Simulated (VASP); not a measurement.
# Zr2N (P4_2/mnm) in VASP: a series of runs, part 2 of 2

VASP 6.6.1.

**3. Single point, PBEsol**

This run uses another cell than the first one, of 15.73 Å³/atom.

INCAR

```
SYSTEM = Zr2N
ALGO = Normal ; EDIFF = 1E-6
ENCUT = 520 ; GGA = PS
ISIF = 2 ; ISMEAR = 0
LASPH = .True. ; LCHARG = .False.
LREAL = .False. ; LWAVE = .False.
NBANDS = 38 ; NELM = 80
PREC = Accurate ; SIGMA = 0.1
```

KPOINTS

```
k-points
0
Gamma
  8 8 12
  0 0 0
```

POSCAR

```
Zr2N
1.0
    5.3700488460      0.0000000000      0.0000000000
    0.0000000000      5.3700488460      0.0000000000
    0.0000000000      0.0000000000      3.2726229786
Zr N
4 2
Direct
    0.2962523256      0.2962523256      0.0000000000
    0.7037476744      0.7037476744      0.0000000000
    0.7962523256      0.2037476744      0.5000000000
    0.2037476744      0.7962523256      0.5000000000
    0.0000000000      0.0000000000      0.0000000000
    0.5000000000      0.5000000000      0.5000000000
```

Potentials or basis: VASP PAW PBE potentials, release 64 (Zr_sv, N).

On the command line:

```console
$ cat potpaw_PBE.64/Zr_sv/POTCAR potpaw_PBE.64/N/POTCAR > POTCAR
$ mpirun -np 1 vasp_std > vasp.out
```

OUTCAR:

```text
SYSTEM = Zr2N
   EDIFF = 1E-6
   ENCUT = 520
   GGA = PS
   ISIF = 2
   ISMEAR = 0
   LASPH = .True.
   LREAL = .False.
   NELM = 80
   PREC = Accurate

 ion  position               nearest neighbor table
   1  0.296  0.296  0.000-   5 2.25   6 2.25   6 2.25   2 3.09   4 3.18   3 3.18   4 3.18   3 3.18
                             4 3.18   4 3.18   3 3.18   3 3.18   2 3.86   2 3.86
   2  0.704  0.704  0.000-   5 2.25   6 2.25   6 2.25   1 3.09   4 3.18   3 3.18   4 3.18   3 3.18
                             3 3.18   3 3.18   4 3.18   4 3.18   1 3.86   1 3.86
   3  0.796  0.204  0.500-   6 2.25   5 2.25   5 2.25   4 3.09   1 3.18   1 3.18   2 3.18   2 3.18
                             2 3.18   2 3.18   1 3.18   1 3.18   4 3.86   4 3.86
[... 1199 lines left out ...]
  Total        0.0811534      0.0811534      0.2020988      0.0000000      0.0000000      0.0000000
  in kB        1.3777324      1.3777324      3.4310087      0.0000000      0.0000000      0.0000000
  external PRESSURE =       2.0621578 kB  Pullay stress =       0.0000000 kB

 VOLUME and BASIS-vectors are now :
 -----------------------------------------------------------------------------
  energy-cutoff  :      520.00
  volume of cell :       94.37
      direct lattice vectors                 reciprocal lattice vectors
     5.370048846  0.000000000  0.000000000     0.186218045  0.000000000  0.000000000
     0.000000000  5.370048846  0.000000000     0.000000000  0.186218045  0.000000000
     0.000000000  0.000000000  3.272622979     0.000000000  0.000000000  0.305565293

 POSITION                                       TOTAL-FORCE (eV/Angst)
 -----------------------------------------------------------------------------------
      1.59089      1.59089      0.00000        -0.006514     -0.006514     -0.000000
      3.77916      3.77916      0.00000         0.006514      0.006514      0.000000
      4.27591      1.09413      1.63631        -0.006514      0.006514      0.000000
      1.09413      4.27591      1.63631         0.006514     -0.006514      0.000000
      0.00000      0.00000      0.00000         0.000000      0.000000      0.000000
      2.68502      2.68502      1.63631         0.000000      0.000000      0.000000
 -----------------------------------------------------------------------------------
    total drift:                               -0.000000      0.000000      0.000000

  FREE ENERGIE OF THE ION-ELECTRON SYSTEM (eV)
  ---------------------------------------------------
  free  energy   TOTEN  =       -61.8162820768 eV

  energy  without entropy=      -61.8007278368  energy(sigma->0) =      -61.80850496
```

It took 1.7 min on 1 thread of Intel Xeon 6975P-C (Granite Rapids), shared host; peak memory 0.38 GiB.

What came out:

```yaml
Free_energy: -61.8163 eV
Pressure: 0.2 GPa
Largest_force: 0.009 eV/Å
Band_gap_on_the_k_mesh: zero (bands 29 and 30 overlap by 2.59 eV)
```

Forces on the atoms (eV/Å):
```
Zr  -0.007 -0.007  0.000
Zr   0.007  0.007  0.000
Zr  -0.007  0.007  0.000
Zr   0.007 -0.007  0.000
N    0.000  0.000  0.000
N    0.000  0.000  0.000
```

Stress tensor (GPa, compression positive):
```
0.14 0.00 0.00
0.00 0.14 0.00
0.00 0.00 0.34
```

Levels at points of the mesh, in eV from the Fermi level:
| k point | band 27 | band 28 | band 29 | band 30 | band 31 | band 32 | band 33 | band 34 |
| --- | --- | --- | --- | --- | --- | --- | --- | --- |
| (0.00, 0.00, 0.00) | 0.37 | 0.56 | 0.77 | 1.04 | 1.04 | 1.29 | 1.41 | 1.41 |
| (0.50, 0.00, 0.00) | -0.98 | -0.98 | 1.46 | 1.46 | 1.54 | 1.54 | 1.76 | 1.76 |
| (0.50, 0.50, 0.00) | -1.11 | -1.11 | 0.95 | 0.95 | 1.36 | 1.36 | 1.65 | 1.65 |
| (0.00, 0.00, 0.50) | -1.13 | -1.13 | -1.13 | -1.13 | 1.96 | 1.96 | 3.14 | 3.14 |
| (0.50, 0.00, 0.50) | -0.86 | -0.86 | -0.75 | -0.75 | 1.54 | 1.54 | 3.41 | 3.41 |
| (0.50, 0.50, 0.50) | -0.93 | -0.93 | -0.23 | -0.23 | 1.18 | 1.18 | 2.69 | 2.69 |

Caveat: the PAW data sets were made with another functional, which shifts forces and pressure a little.

**4. Single point, PBEsol (biaxial strain in the a-b plane: +2.0 %)**

INCAR

```
PREC = Accurate ; ENCUT = 520
EDIFF = 1E-6 ; ISMEAR = 0
SIGMA = 0.1 ; LREAL = F
LASPH = T ; NELM = 80
ALGO = Normal ; ISIF = 2
LWAVE = F ; LCHARG = F
GGA = PS ; NBANDS = 38
```

KPOINTS

```
Automatic mesh
0
Gamma
  8 8 12
```

Edit POSCAR of step 3 so:

```diff
@@ -2,5 +2,5 @@
 1.0
-    5.3700488460      0.0000000000      0.0000000000
-    0.0000000000      5.3700488460      0.0000000000
-    0.0000000000      0.0000000000      3.2726229786
+    5.4774498229      0.0000000000      0.0000000000
+    0.0000000000      5.4774498229      0.0000000000
+    0.0000000000      0.0000000000      3.2333515028
 Zr N
```

On the command line:

```console
$ cat potpaw_PBE.64/Zr_sv/POTCAR potpaw_PBE.64/N/POTCAR > POTCAR
$ mpirun -np 1 vasp_std > vasp.out
```

It took 2.3 min on 1 thread of Intel Xeon 6975P-C (Granite Rapids), shared host; peak memory 0.39 GiB.

It converged, with:

- Free energy: -61.7290 eV
- Pressure: -4.5 GPa
- Largest force: 0.122 eV/Å
- Band gap on the k mesh: zero (bands 29 and 30 overlap by 2.41 eV)

Forces on the atoms (eV/Å):
```
Zr   0.086  0.086  0.000
Zr  -0.086 -0.086  0.000
Zr   0.086 -0.086  0.000
Zr  -0.086  0.086  0.000
N    0.000  0.000  0.000
N    0.000  0.000  0.000
```

Stress tensor (GPa, compression positive):
```
-7.16  0.00  0.00
 0.00 -7.16  0.00
 0.00  0.00  0.95
```

Levels at points of the mesh, in eV from the Fermi level:
```tsv
k point	band 27	band 28	band 29	band 30	band 31	band 32
(0.00, 0.00, 0.00)	0.24	0.42	0.96	0.96	1.04	1.10
(0.50, 0.00, 0.00)	-0.98	-0.98	1.38	1.38	1.56	1.56
(0.50, 0.50, 0.00)	-1.14	-1.14	0.95	0.95	1.25	1.25
(0.00, 0.00, 0.50)	-1.06	-1.06	-1.04	-1.04	1.82	1.82
(0.50, 0.00, 0.50)	-0.82	-0.82	-0.69	-0.69	1.47	1.47
(0.50, 0.50, 0.50)	-0.95	-0.95	-0.18	-0.18	1.11	1.11
```

Caveat: the cell differs from its parent crystal (biaxial strain in the a-b plane: +2.0 %); the stress differs along the axes, from -7 to 1 GPa; the PAW data sets were made with another functional, which shifts forces and pressure a little.

**5. The runs side by side**

| cell | gap on the mesh (eV) | pressure (GPa) | largest force (eV/Å) |
| --- | --- | --- | --- |
| a = 5.263, b = 5.263, c = 3.312 Å, 6 atoms | none | 5.8 | 0.10 |
| a = 5.370, b = 5.370, c = 3.273 Å, 6 atoms | none | 0.2 | 0.01 |
| a = 5.477, b = 5.477, c = 3.233 Å, 6 atoms | none | -4.5 | 0.12 |

Alike in all rows: task single point; level PBEsol; potentials or basis VASP PAW PBE potentials, release 64 (Zr_sv, N); no spin polarisation; k mesh 8 × 8 × 12; cutoff (eV) 520; smearing gaussian 0.1 eV.

Caveats: the PAW data sets were made with another functional, which shifts forces and pressure a little; the stress differs along the axes, from 0 to 8 GPa (at least some runs); the stress differs along the axes, from -7 to 1 GPa (at least some runs).

Total energies depend on the potentials used, so only differences within one code and one set of settings carry meaning.
